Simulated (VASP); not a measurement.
# MgBH5 (P4/mmm) in VASP: notebook

MgBH5 is run at these levels: PBEsol, r2SCAN+rVV10; tasks: single point, relaxation of cell and atoms.

Everything below comes from runs of VASP 6.6.1. Logs are shortened: lines on timing, memory, paths and dates and some standing lists are left out, and cuts for length are marked.

## Step 1: The cell of the first run

The structure is tetragonal, space group P4/mmm (No. 123). Conventional cell: a = 2.742 Å, b = 2.742 Å, c = 5.414 Å, α = 90.00°, β = 90.00°, γ = 90.00°. Within 2.6 Å of Mg (site symmetry 4/mmm) lie 12 H at 1.94 to 2.29 Å. B (site symmetry 4/mmm) has 8 H at 1.63 Å within 2.2 Å. H (site symmetry 2mm) has 2 B at 1.63 Å and 7 H at 1.75 to 2.29 Å and 2 Mg at 2.29 Å within 2.3 Å. Within 2.6 Å of H (site symmetry 4/mmm) lie 4 Mg at 1.94 Å and 8 H at 2.29 Å.

## Step 2: Single point, PBEsol

File INCAR:

```
ALGO = Normal ; EDIFF = 1E-6
ENCUT = 520 ; GGA = PS
ISIF = 2 ; ISMEAR = -1
LASPH = T ; LCHARG = F
LREAL = F ; LWAVE = F
NBANDS = 14 ; NELM = 60
PREC = Accurate ; SIGMA = 0.03
```

File KPOINTS:

```
k-points
0
Gamma
  6 6 4
```

File POSCAR:

```
MgBH5
1.0
    2.7420377145      0.0000000000      0.0000000000
    0.0000000000      2.7420377145      0.0000000000
    0.0000000000      0.0000000000      5.4140603158
Mg B H
1 1 5
Direct
    0.5000000000      0.5000000000      0.0000000000
    0.0000000000      0.0000000000      0.5000000000
    0.0000000000      0.5000000000      0.3383033594
    0.0000000000      0.5000000000      0.6616966406
    0.5000000000      0.0000000000      0.3383033594
    0.5000000000      0.0000000000      0.6616966406
    0.0000000000      0.0000000000      0.0000000000
```

Potentials or basis: VASP PAW PBE potentials, release 64 (Mg, B, H).

Launch:

```sh
> cat potpaw_PBE.64/Mg/POTCAR potpaw_PBE.64/B/POTCAR potpaw_PBE.64/H/POTCAR > POTCAR
> mpirun -np 1 vasp_std > vasp.out
```

OUTCAR:

```text
EDIFF = 1E-6
   ENCUT = 520
   GGA = PS
   ISIF = 2
   ISMEAR = -1
   LASPH = T
   LREAL = F
   NELM = 60
   PREC = Accurate

 ion  position               nearest neighbor table
   1  0.500  0.500  0.000-   7 1.94   7 1.94   7 1.94   7 1.94
   2  0.000  0.000  0.500-
   3  0.000  0.500  0.338-
   4  0.000  0.500  0.662-
   5  0.500  0.000  0.338-
   6  0.500  0.000  0.662-
   7  0.000  0.000  0.000-   1 1.94   1 1.94   1 1.94   1 1.94

  LATTYP: Found a simple tetragonal cell.
 ALAT       =     2.7420377145
 C/A-ratio  =     1.9744660284

  Lattice vectors:

 A1 = (   2.7420377145,   0.0000000000,   0.0000000000)
 A2 = (   0.0000000000,   2.7420377145,   0.0000000000)
 A3 = (   0.0000000000,   0.0000000000,   5.4140603158)

Analysis of symmetry for initial positions (statically):
=====================================================================
 Subroutine PRICEL returns:
 Original cell was already a primitive cell.

 Routine SETGRP: Setting up the symmetry group for a
 simple tetragonal supercell.

 Subroutine GETGRP returns: Found 16 space group operations
 (whereof 16 operations were pure point group operations)
 out of a pool of 16 trial point group operations.

The static configuration has the point symmetry D_4h.

Analysis of symmetry for dynamics (positions and initial velocities):
=====================================================================
 Subroutine PRICEL returns:
 Original cell was already a primitive cell.

 Routine SETGRP: Setting up the symmetry group for a
 simple tetragonal supercell.

 Subroutine GETGRP returns: Found 16 space group operations
 (whereof 16 operations were pure point group operations)
 out of a pool of 16 trial point group operations.

The dynamic configuration has the point symmetry D_4h.

 Subroutine INISYM returns: Found 16 space group operations
 (whereof 16 operations are pure point group operations),
 and found     1 'primitive' translations

----------------------------------------------------------------------------------------

                                     Primitive cell

  volume of cell :      40.7071

  direct lattice vectors                    reciprocal lattice vectors
[... 105 lines left out ...]
   POTIM  = 0.5000    time-step for ionic-motion
   TEBEG  =    0.0;   TEEND  =   0.0 temperature during run
   PSTRESS=    0.0 pullay stress
   NELECT =      10.0000    total number of electrons
   NUPDOWN=      -1.0000    fix difference up-down
   EMIN   =  10.00;   EMAX   =-10.00  energy-range for DOS
   EFERMI =   0.00;   METHOD = LEGACY
   ISMEAR =    -1;   SIGMA  =   0.03  broadening in eV -4-tet -1-fermi 0-gaus
   EFERMI_NEDOS =   21; number of points for ismear=-14 and -15
   IALGO  =     38    algorithm
   IMIX   =      4    mixing-type and parameters
     AMIX     =   0.40;   BMIX     =  1.00
     AMIX_MAG =   1.60;   BMIX_MAG =  1.00
  volume/ion in A,a.u.               =       5.82        39.24
  Fermi-wavevector in a.u.,A,eV,Ry     =   1.025301  1.937539 14.303027  1.051243
  Thomas-Fermi vector in A             =   2.159134
   LORBIT       =      0    0 simple, 1 ext, 2 COOP (PROOUT), +10 PAW based schemes
   GGA     = PS    functional components
   LHFCALC =     F    Hartree Fock is set to
   AEXX    =    0.0000 exact exchange contribution
   IVDW    =     0    specifies the selected vdW correction
   LEPSILON=     F    determine dielectric tensor
   LRPA    =     F    only Hartree local field effects (RPA)
 non-spin polarized calculation
  energy-cutoff  :      520.00
  volume of cell :       40.71
 maximum number of plane-waves:      1108
   NGX = 11   NGY = 11   NGZ = 21

 number of electron      10.0000000 magnetization

 number of electron       9.9999992 magnetization

 Free energy of the ion-electron system (eV)
  ---------------------------------------------------
  ext. energy  EPLUGINS =         0.00000000
  ---------------------------------------------------
  free energy    TOTEN  =       -21.44294452 eV

  energy without entropy =      -21.44154566  energy(sigma->0) =      -21.44224509

 E-fermi :   4.1591     XC(G=0): -10.3631

 val. band max:        3.7500963405   @ k =   0.3333   0.3333   0.0000
 cond. band min:       4.1694829671   @ k =   0.5000   0.1667   0.0000
 fundamental gap:      0.4193866266
 Fermi energy:         4.1590607467

 k-point     1 :       0.0000    0.0000    0.0000
  band No.  band energies     occupation
      1      -9.9864      2.00000
      2      -4.8982      2.00000
      3      -3.9079      2.00000
      4       4.5500      0.00000
      5       6.5845      0.00000
      6       6.5845      0.00000
      7       8.7000      0.00000
      8       8.9456      0.00000
      9       9.2397      0.00000
     10      14.2726      0.00000
     11      15.6746      0.00000
     12      15.8738      0.00000
     13      15.8738      0.00000
     14      16.2607      0.00000
[... 377 lines left out ...]
      1      -5.9256      2.00000
      2      -4.9550      2.00000
      3      -3.3874      2.00000
      4      -0.4763      2.00000
      5       1.6783      2.00000
      6       7.5858      0.00000
      7       7.8991      0.00000
      8       8.3992      0.00000
      9       8.7149      0.00000
     10      12.8642      0.00000
     11      12.9694      0.00000
     12      16.7308      0.00000
     13      17.4530      0.00000
     14      17.9899      0.00000

 [... further k-points ...]
[... 5 lines left out ...]
  --------------------------------------------------------------------------------------
  -------------------------------------------------------------------------------------
  Total       -0.0370189     -0.0370189     -0.0796630      0.0000000      0.0000000      0.0000000
  in kB       -1.4570157     -1.4570157     -3.1354312      0.0000000      0.0000000      0.0000000
  external PRESSURE =      -2.0164875 kB  Pullay stress =       0.0000000 kB

 VOLUME and BASIS-vectors are now :
 -----------------------------------------------------------------------------
  energy-cutoff  :      520.00
  volume of cell :       40.71
      direct lattice vectors                 reciprocal lattice vectors
     2.742037714  0.000000000  0.000000000     0.364692285  0.000000000  0.000000000
     0.000000000  2.742037714  0.000000000     0.000000000  0.364692285  0.000000000
     0.000000000  0.000000000  5.414060316     0.000000000  0.000000000  0.184704259

 POSITION                                       TOTAL-FORCE (eV/Angst)
 -----------------------------------------------------------------------------------
      1.37102      1.37102      0.00000        -0.000000     -0.000000      0.000000
      0.00000      0.00000      2.70703        -0.000000     -0.000000      0.000000
      0.00000      1.37102      1.83159        -0.000000     -0.000000     -0.003369
      0.00000      1.37102      3.58247         0.000000     -0.000000      0.003369
      1.37102      0.00000      1.83159         0.000000      0.000000     -0.003369
      1.37102      0.00000      3.58247        -0.000000      0.000000      0.003369
      0.00000      0.00000      0.00000        -0.000000     -0.000000      0.000000
 -----------------------------------------------------------------------------------
    total drift:                               -0.000000      0.000000      0.000000

  FREE ENERGIE OF THE ION-ELECTRON SYSTEM (eV)
  ---------------------------------------------------
  free  energy   TOTEN  =       -21.4429445198 eV

  energy  without entropy=      -21.4415456643  energy(sigma->0) =      -21.44224509
```

OSZICAR:

```text
N       E                     dE             d eps       ncg     rms          rms(c)
DAV:   1    -0.143312538489E+01   -0.14331E+01   -0.38044E+03   840   0.580E+02
DAV:   2    -0.213149981067E+02   -0.19882E+02   -0.18850E+02  1098   0.932E+01
DAV:   3    -0.220261046353E+02   -0.71111E+00   -0.70949E+00  1074   0.146E+01
DAV:   4    -0.220278345648E+02   -0.17299E-02   -0.17298E-02   930   0.841E-01
DAV:   5    -0.220278433335E+02   -0.87687E-05   -0.87684E-05  1082   0.603E-02    0.444E+00
DAV:   6    -0.215992306285E+02    0.42861E+00   -0.23111E-01   966   0.196E+00    0.234E+00
DAV:   7    -0.214430082747E+02    0.15622E+00   -0.28797E-01   984   0.232E+00    0.341E-01
DAV:   8    -0.214429008946E+02    0.10738E-03   -0.81343E-03   942   0.541E-01    0.129E-01
DAV:   9    -0.214429373329E+02   -0.36438E-04   -0.32069E-04  1020   0.108E-01    0.253E-02
DAV:  10    -0.214429442690E+02   -0.69361E-05   -0.15653E-05   966   0.217E-02    0.699E-03
DAV:  11    -0.214429445198E+02   -0.25081E-06   -0.21454E-06   982   0.824E-03
   1 F= -.21442945E+02 E0= -.21442245E+02  d E =-.139886E-02
```

It took 14 s on 1 thread of Intel Xeon Platinum 8259CL at 2.50GHz (Skylake/Cascade Lake), shared host; peak memory 0.15 GiB.

Results:

```yaml
Free_energy: -21.4429 eV
Pressure: -0.2 GPa
Largest_force: 0.003 eV/Å
Band_gap_on_the_k_mesh: zero (bands 5 and 6 overlap by 4.91 eV)
```

Forces on the atoms (eV/Å):
```
Mg   0.000  0.000  0.000
B    0.000  0.000  0.000
H    0.000  0.000 -0.003
H    0.000  0.000  0.003
H    0.000  0.000 -0.003
H    0.000  0.000  0.003
H    0.000  0.000  0.000
```

Caveat: the k points lie up to 0.38 Å⁻¹ apart, too coarse for converged energies and pressures of a metal; the PAW data sets were made with another functional, which shifts forces and pressure a little.

## Step 3: Single point, r2SCAN+rVV10

This run uses another cell than the first one, of 5.98 Å³/atom.

File POSCAR:

```
MgBH5
1.0
    2.7898782013      0.0000000000      0.0000000000
    0.0000000000      2.7898782013      0.0000000000
    0.0000000000      0.0000000000      5.3811589476
Mg B H
1 1 5
Direct
    0.5000000000      0.5000000000      0.0000000000
    0.0000000000      0.0000000000      0.5000000000
    0.0000000000      0.5000000000      0.3518585738
    0.0000000000      0.5000000000      0.6481414262
    0.5000000000      0.0000000000      0.3518585738
    0.5000000000      0.0000000000      0.6481414262
    0.0000000000      0.0000000000      0.0000000000
```

File INCAR.step1:

```
SYSTEM = MgBH5
ALGO     = Normal         ! electronic algorithm
EDIFF    = 1E-4           ! SCF threshold, eV
ENCUT    = 520            ! plane-wave cutoff, eV
GGA      = PE             ! functional
ISMEAR   = -1             ! smearing method
LASPH    = .TRUE.         ! aspherical terms in the spheres
LCHARG   = .FALSE.        ! write CHGCAR
LREAL    = .FALSE.        ! projectors in reciprocal space
LWAVE    = .TRUE.         ! write WAVECAR
NBANDS   = 14             ! bands
NELM     = 80             ! most SCF steps
PREC     = Accurate       ! precision mode
SIGMA    = 0.03           ! smearing width, eV
```

File INCAR.step2:

```
SYSTEM = MgBH5
ALGO     = Normal         ! electronic algorithm
BPARAM   = 11.95        
CPARAM   = 0.0093       
EDIFF    = 1E-6           ! SCF threshold, eV
ENCUT    = 520            ! plane-wave cutoff, eV
ISIF     = 2              ! what is computed and relaxed
ISMEAR   = -1             ! smearing method
ISTART   = 1            
IVDW_NL  = 2            
LASPH    = .TRUE.         ! aspherical terms in the spheres
LCHARG   = .FALSE.        ! write CHGCAR
LMIXTAU  = .TRUE.       
LREAL    = .FALSE.        ! projectors in reciprocal space
LUSE_VDW = .TRUE.       
LWAVE    = .FALSE.        ! write WAVECAR
METAGGA  = R2SCAN         ! meta-GGA
NBANDS   = 14             ! bands
NELM     = 80             ! most SCF steps
PREC     = Accurate       ! precision mode
SIGMA    = 0.03           ! smearing width, eV
```

File KPOINTS:

```
k-points
0
G
  8 8 4
  0 0 0
```

Potentials or basis: VASP PAW PBE potentials, release 64 (Mg, B, H).

Launch:

```sh
> cat potpaw_PBE.64/Mg/POTCAR potpaw_PBE.64/B/POTCAR potpaw_PBE.64/H/POTCAR > POTCAR
> cp INCAR.step1 INCAR
> mpirun -np 1 vasp_std > vasp.out
> cp INCAR.step2 INCAR
> mpirun -np 1 vasp_std > vasp.out
```

OUTCAR:

```text
SYSTEM = MgBH5
   BPARAM = 11.95
   EDIFF = 1E-6
   ENCUT = 520
   ISIF = 2
   ISMEAR = -1
   ISTART = 1
   IVDW_NL = 2
   LASPH = .TRUE.
   LREAL = .FALSE.
   METAGGA = R2SCAN
   NELM = 80
   PREC = Accurate

 ion  position               nearest neighbor table
   1  0.500  0.500  0.000-   7 1.97   7 1.97   7 1.97   7 1.97
   2  0.000  0.000  0.500-
   3  0.000  0.500  0.352-
   4  0.000  0.500  0.648-
   5  0.500  0.000  0.352-
   6  0.500  0.000  0.648-
   7  0.000  0.000  0.000-   1 1.97   1 1.97   1 1.97   1 1.97

  LATTYP: Found a simple tetragonal cell.
 ALAT       =     2.7898782013
 C/A-ratio  =     1.9288150089

  Lattice vectors:

 A1 = (   2.7898782013,   0.0000000000,   0.0000000000)
 A2 = (   0.0000000000,   2.7898782013,   0.0000000000)
 A3 = (   0.0000000000,   0.0000000000,   5.3811589476)

Analysis of symmetry for initial positions (statically):
=====================================================================
 Subroutine PRICEL returns:
 Original cell was already a primitive cell.

 Routine SETGRP: Setting up the symmetry group for a
 simple tetragonal supercell.

 Subroutine GETGRP returns: Found 16 space group operations
 (whereof 16 operations were pure point group operations)
 out of a pool of 16 trial point group operations.

The static configuration has the point symmetry D_4h.

Analysis of symmetry for dynamics (positions and initial velocities):
=====================================================================
 Subroutine PRICEL returns:
 Original cell was already a primitive cell.

 Routine SETGRP: Setting up the symmetry group for a
 simple tetragonal supercell.

 Subroutine GETGRP returns: Found 16 space group operations
 (whereof 16 operations were pure point group operations)
 out of a pool of 16 trial point group operations.

The dynamic configuration has the point symmetry D_4h.
[... 137 lines left out ...]
   IVDW_NL    =     2    kernel type
   BPARAM     =11.9500
   IVDW    =     0    specifies the selected vdW correction
   LEPSILON=     F    determine dielectric tensor
   LRPA    =     F    only Hartree local field effects (RPA)
 non-spin polarized calculation
  energy-cutoff  :      520.00
  volume of cell :       41.88
 maximum number of plane-waves:      1149
 NGX is ok and might be reduce to    24
   NGX = 11   NGY = 11   NGZ = 21

 number of electron       9.9999996 magnetization

 Free energy of the ion-electron system (eV)
  ---------------------------------------------------
  ext. energy  EPLUGINS =         0.00000000
  ---------------------------------------------------
  free energy    TOTEN  =       -24.19315564 eV

  energy without entropy =      -24.19297756  energy(sigma->0) =      -24.19306660

 E-fermi :   3.7297     XC(G=0): -10.6445

 val. band max:        3.6528366176   @ k =   0.0000   0.0000   0.5000
 cond. band min:       3.8202712681   @ k =   0.5000   0.0000   0.0000
 fundamental gap:      0.1674346505
 Fermi energy:         3.7296790834

 k-point     1 :       0.0000    0.0000    0.0000
  band No.  band energies     occupation
      1     -10.7545      2.00000
      2      -4.8626      2.00000
      3      -4.3605      2.00000
      4       3.5332      1.99715
      5       6.7131      0.00000
      6       6.7131      0.00000
      7       8.8190      0.00000
      8       9.5443      0.00000
      9      10.0091      0.00000
     10      14.3685      0.00000
     11      15.9711      0.00000
     12      15.9711      0.00000
     13      16.1497      0.00000
     14      16.8404      0.00000
[... 377 lines left out ...]
      1      -6.6594      2.00000
      2      -5.5220      2.00000
      3      -2.8287      2.00000
      4       0.3873      2.00000
      5       0.6901      2.00000
      6       5.6117      0.00000
      7       5.9824      0.00000
      8      10.7771      0.00000
      9      11.5010      0.00000
     10      12.0345      0.00000
     11      13.9323      0.00000
     12      14.5803      0.00000
     13      15.6354      0.00000
     14      16.3604      0.00000

 [... further k-points ...]
[... 5 lines left out ...]
  --------------------------------------------------------------------------------------
  -------------------------------------------------------------------------------------
  Total       -0.1154244     -0.1154244     -0.1034009      0.0000000      0.0000000     -0.0000000
  in kB       -4.4153162     -4.4153162     -3.9553847      0.0000000      0.0000000     -0.0000000
  external PRESSURE =      -4.2620057 kB  Pullay stress =       0.0000000 kB

 VOLUME and BASIS-vectors are now :
 -----------------------------------------------------------------------------
  energy-cutoff  :      520.00
  volume of cell :       41.88
      direct lattice vectors                 reciprocal lattice vectors
     2.789878201  0.000000000  0.000000000     0.358438587  0.000000000  0.000000000
     0.000000000  2.789878201  0.000000000     0.000000000  0.358438587  0.000000000
     0.000000000  0.000000000  5.381158948     0.000000000  0.000000000  0.185833574

 POSITION                                       TOTAL-FORCE (eV/Angst)
 -----------------------------------------------------------------------------------
      1.39494      1.39494      0.00000         0.000000      0.000000      0.000000
      0.00000      0.00000      2.69058         0.000000      0.000000      0.000000
      0.00000      1.39494      1.89341         0.000000     -0.000000     -0.003962
      0.00000      1.39494      3.48775         0.000000      0.000000      0.003962
      1.39494      0.00000      1.89341         0.000000      0.000000     -0.003962
      1.39494      0.00000      3.48775        -0.000000      0.000000      0.003962
      0.00000      0.00000      0.00000         0.000000      0.000000      0.000000
 -----------------------------------------------------------------------------------
    total drift:                                0.000000      0.000000      0.000000

  FREE ENERGIE OF THE ION-ELECTRON SYSTEM (eV)
  ---------------------------------------------------
  free  energy   TOTEN  =       -24.1931556417 eV

  energy  without entropy=      -24.1929775562  energy(sigma->0) =      -24.19306660
```

OSZICAR.step1:

```text
N       E                     dE             d eps       ncg     rms          rms(c)
DAV:   1    -0.219046830666E+01   -0.21905E+01   -0.36643E+03  1260   0.571E+02
DAV:   2    -0.209523296864E+02   -0.18762E+02   -0.17623E+02  1690   0.903E+01
DAV:   3    -0.216297955270E+02   -0.67747E+00   -0.67600E+00  1614   0.140E+01
DAV:   4    -0.216314514132E+02   -0.16559E-02   -0.16558E-02  1392   0.816E-01
DAV:   5    -0.216314606778E+02   -0.92646E-05   -0.92644E-05  1584   0.621E-02    0.458E+00
DAV:   6    -0.210617870301E+02    0.56967E+00   -0.40346E-01  1470   0.258E+00    0.248E+00
DAV:   7    -0.208726155938E+02    0.18917E+00   -0.46272E-01  1524   0.288E+00    0.391E-01
DAV:   8    -0.208718182803E+02    0.79731E-03   -0.36244E-02  1446   0.996E-01    0.189E-01
DAV:   9    -0.208715011280E+02    0.31715E-03   -0.42571E-03  1500   0.344E-01    0.936E-02
DAV:  10    -0.208716302205E+02   -0.12909E-03   -0.49097E-04  1362   0.136E-01    0.117E-02
DAV:  11    -0.208716251488E+02    0.50717E-05   -0.50112E-05   780   0.373E-02
   1 F= -.20871625E+02 E0= -.20871281E+02  d E =-.687414E-03
```

Run time: 2.5 min. Hardware: 1 thread of Intel Xeon Platinum 8259CL at 2.50GHz (Skylake/Cascade Lake), shared host; peak memory 0.28 GiB.

Results:

* Free energy: -24.1932 eV
* Pressure: -0.4 GPa
* Largest force: 0.004 eV/Å
* Band gap on the k mesh: zero (bands 5 and 6 overlap by 4.94 eV)

Forces on the atoms (eV/Å):
```
Mg   0.000  0.000  0.000
B    0.000  0.000  0.000
H    0.000  0.000 -0.004
H    0.000  0.000  0.004
H    0.000  0.000 -0.004
H    0.000  0.000  0.004
H    0.000  0.000  0.000
```

Caveat: the PAW data sets were made with another functional, which shifts forces and pressure a little.

(Continued in part 2 of 2.)

The gap in the log of VASP goes by the Fermi energy; the results here count the filled bands.